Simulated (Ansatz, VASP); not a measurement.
## Two plane-wave programs on MoS2

```xyz
6
Lattice="3.1851 0.0000 0.0000 -1.5925 2.7584 0.0000 1.1846 0.0000 14.8080" Properties=species:S:1:pos:R:3 pbc="T T T"
Mo    1.8887    0.9246    3.7020
Mo    0.8885    1.8338   11.1060
S     2.4809    0.9144    9.5435
S     0.2963    1.8440    5.2645
S     2.4811    0.9144   12.6685
S     0.2961    1.8440    2.1395
```

Alike in both runs: task single point; functional PBE; k mesh 12 × 12 × 2; occupations gaussian, width 0.02 eV; no spin polarisation.

```csv
,VASP,Ansatz
version,VASP 6.6.1,Ansatz 0.2.0
potentials or method,"VASP PAW PBE potentials, release 64 (Mo_sv, S), cutoff 520 eV","scalar-relativistic, plane waves, PAW"
valence electrons in the cell,52,52
```

```tsv
	VASP	Ansatz	Ansatz less VASP
gap on the k mesh at the Fermi level (eV)	1.46	1.44	-0.013
least direct gap on the mesh (eV)	1.67	1.67	-0.004
pressure (GPa)	-0.1	0.0	+0.11
rms of the force components (eV/Å)	0.005	0.000	-0.0049
```

Atom by atom the forces differ by 0.005 eV/Å (rms over components).
